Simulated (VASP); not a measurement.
Runs of VASP 6.6.1 on P. The structure is that of space group Imma (No. 74), or close to it. The cells are those of the table. 

| cell | gap on the mesh (eV) | pressure (GPa) | largest force (eV/Å) |
| --- | --- | --- | --- |
| a = 3.565 Å, angles 123.4, 90.3, 116.4°, 2 atoms | none | (b) | 0.25 |
| a = 3.551 Å, angles 123.1, 89.8, 117.2°, 2 atoms | none | -4.0 | 0.44 |
| a = 3.546 Å, angles 123.0, 89.6, 117.5°, 2 atoms | none | -3.6 | 0.51 |
| a = 3.536 Å, angles 122.8, 89.3, 118.0°, 2 atoms | none | (a) | 0.64 |
| a = 3.541 Å, angles 122.9, 89.5, 117.7°, 2 atoms | none | -3.2 | 0.57 |

Alike in all rows: task single point; level PBEsol+D3(BJ); potentials or basis VASP PAW PBE potentials, release 64 (P); no spin polarisation; k mesh 18 × 18 × 18; cutoff (eV) 520; smearing gaussian 0.15 eV.

**Question.** Fill in the values left out.

**Answer.** (a) -2.8; (b) -5.2.

Caveats: the PAW data sets were made with another functional, which shifts forces and pressure a little; the cell stands under tension (at least some runs); the stress differs along the axes, from -6 to -1 GPa (at least some runs).

A gap of «none» marks levels without a gap at the run's occupations.
